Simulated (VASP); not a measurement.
## KTaO3: single point with PBE

Crystal: KTaO3.

```
K Ta O
1.0
     3.99013    0.00000    0.00000
     0.00000    3.99013    0.00000
     0.00000    0.00000    3.87043
K Ta O
1 1 3
Direct
  0.00000 0.00000 0.00000
  0.50000 0.50000 0.50000
  0.50000 0.50000 0.00000
  0.50000 0.00000 0.50000
  0.00000 0.50000 0.50000
```

This cell differs from its parent crystal: uniaxial z strain -3.0%.

```json
{
 "Program": "VASP 6.6.1",
 "Task": "single point",
 "Functional": "PBE",
 "Potentials or basis": "VASP PAW PBE potentials, release 64 (K_sv, Ta_sv_GW, O)",
 "Cutoff": "700 eV",
 "k mesh": "6 × 6 × 6",
 "Occupations": "fermi-dirac, width 0.02 eV",
 "Spin": "no spin polarisation",
 "Dipole correction": "no",
 "Further INCAR settings": "ALGO = Normal; EDIFF = 1e-06; NBANDS = 28"
}
```

```
Pressure               : 12.6 GPa
Band gap on the k mesh : 2.22 eV (least direct gap 2.81 eV)
```

Stress tensor (GPa, compression positive):
```
 8.00  0.00  0.00
 0.00  8.00  0.00
 0.00  0.00 21.69
```

Levels at points of the mesh, in eV from the valence-band top:
```csv
k point,band 16,band 17,band 18,band 19,band 20,band 21,band 22,band 23,band 24,band 25
"(0.00, 0.00, 0.00)",-1.19,-1.01,-0.63,-0.63,-0.60,2.22,2.26,2.26,6.70,6.87
"(0.50, 0.00, 0.00)",-2.29,-2.22,-1.61,-0.91,-0.83,2.42,5.08,5.09,7.20,9.08
"(0.50, 0.50, 0.00)",-2.76,-1.70,-1.70,-1.58,-0.05,5.12,5.12,6.41,8.60,10.04
"(0.00, 0.00, 0.50)",-2.30,-2.12,-1.56,-0.83,-0.83,2.42,5.50,5.50,6.92,8.70
"(0.50, 0.00, 0.50)",-2.83,-1.60,-1.39,-1.37,-0.09,5.14,5.53,6.72,7.80,10.24
"(0.50, 0.50, 0.50)",-4.15,-3.78,-0.04,-0.04,0.00,6.57,6.87,6.87,8.83,9.03
```

Wall time 110 s on 1 thread of Intel(R) Xeon(R) Platinum 8259CL CPU @ 2.50GHz (Skylake/Cascade Lake), on a shared host, peak memory 0.28 GiB.

Caveat: the cell differs from its parent crystal (uniaxial z strain -3.0%); the stress differs along the axes, from 8 to 22 GPa; spin-orbit coupling is left out, which moves the levels of the heavy elements. A k mesh can miss the band edges.
